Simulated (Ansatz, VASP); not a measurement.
## Ta in VASP and in Ansatz

Contents of INCAR:

```
SYSTEM = Ta
PREC     = Accurate       ! precision mode
ENCUT    = 500            ! plane-wave cutoff, eV
EDIFF    = 1E-6           ! SCF threshold, eV
ISMEAR   = 0              ! smearing method
SIGMA    = 0.15           ! smearing width, eV
LREAL    = .False.        ! projectors in reciprocal space
LASPH    = .True.         ! aspherical terms in the spheres
NELM     = 120            ! most SCF steps
ALGO     = Normal         ! electronic algorithm
ISIF     = 2              ! what is computed and relaxed
LWAVE    = .False.        ! write WAVECAR
LCHARG   = .False.        ! write CHGCAR
GGA      = PE             ! functional
NBANDS   = 18             ! bands
GGA_COMPAT= .False.
```

KPOINTS

```
Automatic mesh
0
Gamma
  18 18 10
  0 0 0
```

POSCAR

```
Ta
1.0
   -1.6512800000      1.6512800000      1.6512800000
    1.6512800000     -1.6512800000      1.6512800000
    3.3025600000      3.3025600000      0.0000000000
Ta
2
Direct
   -0.0075698852     -0.0075698852      0.0000000000
    0.5075698852      0.5075698852      0.5000000000
```

Input for Ansatz:

```yaml
crystal:
  lattice:
    - [-1.65128, 1.65128, 1.65128]
    - [1.65128, -1.65128, 1.65128]
    - [3.30256, 3.30256, 0.0]
  atoms:
    - { symbol: Ta, position: [-0.0075698852, -0.0075698852, 0.0] }
    - { symbol: Ta, position: [0.5075698852, 0.5075698852, 0.5] }
basis:
  ecutwfc: 420
kpoints:
  mp_grid: { grid: [18, 18, 10] }
hamiltonian:
  xc: pbe
scf:
  occupations: { method: gaussian, width: 0.15 }
output:
  forces: true
  stress: true
  eigenvalues: true
```

Change from the starting cell: mode 6 (145.8 1/cm) frozen in, largest displacement +0.025 Å.

Alike in both runs: task single point; functional PBE; k mesh 18 × 18 × 10; occupations gaussian, width 0.15 eV; no spin polarisation.

```csv
,VASP,Ansatz
version,VASP 6.6.1,Ansatz 0.2.0
potentials or method,"VASP PAW PBE potentials, release 64 (Ta_pv), cutoff 500 eV","scalar-relativistic, plane waves, PAW"
valence electrons in the cell,22,26
```

```tsv
	VASP	Ansatz	Ansatz less VASP
gap on the k mesh at the Fermi level (eV)	none	none	-
pressure (GPa)	3.2	3.1	-0.11
traceless stress, the component that is largest in VASP (GPa)	0.22	0.22	0.000
rms of the force components (eV/Å)	0.203	0.203	+0.0001
```

Atom by atom the forces differ by 0.000 eV/Å (rms over components). A gap of «none» marks a metal or a gap that the smearing closes. The functional is the same, so the differences come from potentials, cutoffs and numerics. VASP's potentials hold 22 valence electrons a cell and Ansatz's 26, so a difference there can come from the potentials and not from the codes.

Spin-orbit coupling is off throughout.
